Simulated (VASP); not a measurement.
Mg32O32F (a cell with a defect): single point with r2SCAN

System: Mg32O32F (a cell with a defect).

```
CELL_PARAMETERS angstrom
8.42881 0.00000 0.00000
0.00000 8.42881 0.00000
0.00000 0.00000 8.42881
ATOMIC_POSITIONS crystal
O 0.24965 0.99486 0.99501
O 0.24799 0.00143 0.50061
O 0.24799 0.50048 0.00156
O 0.75041 0.00080 0.00094
O 0.74791 0.00108 0.50162
O 0.74791 0.50148 0.00122
O 0.74572 0.50200 0.50213
O 0.00039 0.25254 0.00376
O 0.99144 0.25368 0.51097
O 0.99920 0.75136 0.00162
O 0.99981 0.75065 0.50238
O 0.50503 0.25080 0.99447
O 0.49425 0.25314 0.50072
O 0.49804 0.74874 0.00057
O 0.49497 0.74838 0.50113
O 0.00039 0.00361 0.25268
O 0.99920 0.00147 0.75150
O 0.99145 0.51082 0.25382
O 0.99981 0.50225 0.75079
O 0.50504 0.99432 0.25093
O 0.49804 0.00043 0.74887
O 0.49426 0.50058 0.25327
O 0.49497 0.50099 0.74852
O 0.29268 0.20877 0.20890
O 0.24812 0.25411 0.75087
O 0.24812 0.75073 0.25424
O 0.24806 0.74909 0.74923
O 0.74879 0.25234 0.25248
O 0.74788 0.25194 0.75166
O 0.74788 0.75152 0.25207
O 0.74797 0.75074 0.75088
O 0.20200 0.30981 0.30995
F 0.24708 0.51494 0.51507
Mg 0.99949 0.00132 0.00146
Mg 0.99538 0.00288 0.50253
Mg 0.99538 0.50239 0.00301
Mg 0.98562 0.50182 0.50196
Mg 0.50038 0.00042 0.00056
Mg 0.50046 0.00014 0.49940
Mg 0.50046 0.49926 0.00028
Mg 0.50646 0.50111 0.50125
Mg 0.24999 0.24790 0.98657
Mg 0.24710 0.23677 0.51972
Mg 0.24871 0.75288 0.99670
Mg 0.24738 0.76245 0.50446
Mg 0.74929 0.25036 0.99867
Mg 0.74721 0.25004 0.50526
Mg 0.74850 0.75185 0.00068
Mg 0.74747 0.75292 0.50220
Mg 0.24999 0.98643 0.24804
Mg 0.24871 0.99656 0.75302
Mg 0.24711 0.51959 0.23690
Mg 0.24738 0.50432 0.76258
Mg 0.74929 0.99853 0.25050
Mg 0.74850 0.00055 0.75199
Mg 0.74720 0.50512 0.25018
Mg 0.74747 0.50206 0.75305
Mg 0.98477 0.25335 0.25350
Mg 0.99415 0.25183 0.75354
Mg 0.99416 0.75340 0.25197
Mg 0.99688 0.75188 0.75201
Mg 0.51389 0.24980 0.24994
Mg 0.50201 0.25053 0.75112
Mg 0.50202 0.75099 0.25067
Mg 0.49916 0.75088 0.75102
```

```yaml
Program: VASP 6.6.1
Task: single point
Functional: r2SCAN
Potentials_or_basis: VASP PAW PBE potentials, release 64 (O, F, Mg)
Cutoff: 520 eV
k_mesh: 1 × 1 × 1, shifted
Occupations: fermi-dirac, width 0.05 eV
Spin: no spin polarisation
```

```yaml
Largest_force: 0.352 eV/Å
```

Forces on the atoms (eV/Å):
```
O   -0.003 -0.009 -0.010
O   -0.005  0.004  0.017
O   -0.005  0.016  0.003
O    0.003  0.000  0.000
O    0.003 -0.003  0.005
O    0.003  0.004 -0.004
O   -0.002  0.005  0.007
O   -0.005  0.002 -0.009
O   -0.021 -0.019  0.026
O   -0.003  0.001  0.000
O    0.007  0.000  0.004
O    0.016  0.009 -0.018
O    0.001  0.010  0.007
O   -0.002 -0.003 -0.001
O    0.001 -0.004  0.000
O   -0.005 -0.009  0.003
O   -0.005  0.000  0.001
O   -0.022  0.025 -0.017
O    0.007  0.004  0.000
O    0.016 -0.017  0.008
O   -0.003  0.000 -0.003
O    0.001  0.007  0.010
O    0.000  0.000 -0.004
O    0.158 -0.223 -0.223
O   -0.007  0.007 -0.010
O   -0.008 -0.010  0.008
O   -0.006 -0.003 -0.003
O   -0.004  0.006  0.006
O    0.001  0.001 -0.002
O    0.001 -0.002  0.001
O   -0.001 -0.003 -0.002
O   -0.138  0.208  0.208
F   -0.002  0.035  0.036
Mg   0.001 -0.013 -0.012
Mg   0.000  0.003  0.005
Mg   0.000  0.005  0.004
Mg  -0.031  0.003  0.002
Mg   0.001  0.000 -0.001
Mg   0.005 -0.009 -0.005
Mg   0.005 -0.004 -0.010
Mg   0.024  0.009  0.009
Mg   0.021 -0.003  0.021
Mg  -0.024 -0.022 -0.031
Mg   0.000  0.014  0.002
Mg  -0.006  0.013  0.003
Mg  -0.016 -0.004 -0.008
Mg   0.025 -0.001  0.005
Mg   0.008 -0.004 -0.007
Mg   0.008 -0.005 -0.001
Mg   0.021  0.021 -0.003
Mg   0.000  0.002  0.015
Mg  -0.025 -0.031 -0.021
Mg  -0.006  0.004  0.014
Mg  -0.016 -0.007 -0.005
Mg   0.008 -0.007 -0.003
Mg   0.026  0.006 -0.001
Mg   0.008 -0.001 -0.003
Mg   0.023  0.034  0.035
Mg  -0.009 -0.004 -0.027
Mg  -0.009 -0.027 -0.003
Mg  -0.002 -0.003 -0.002
Mg  -0.029 -0.022 -0.022
Mg   0.006 -0.003  0.017
Mg   0.006  0.016 -0.004
Mg   0.008 -0.005 -0.005
```

Levels at points of the mesh, in eV from the Fermi level:
```
           k point  band 128  band 129  band 130  band 131  band 132  band 133  band 134  band 135
(0.25, 0.25, 0.25)     -1.73     -1.71     -1.49     -1.40      4.66      4.97      6.40      6.47
```

Wall time 31 min on 1 thread of Intel(R) Xeon(R) Platinum 8259CL CPU @ 2.50GHz (Skylake/Cascade Lake), on a shared host, peak memory 0.8 GiB.

Caveat: the cell carries a net charge on a neutralising background, which shifts energy and pressure; the cell is charged against a uniform background, so pressure and absolute levels hang on convention; the PAW data sets were made with another functional, which shifts forces and pressure a little.
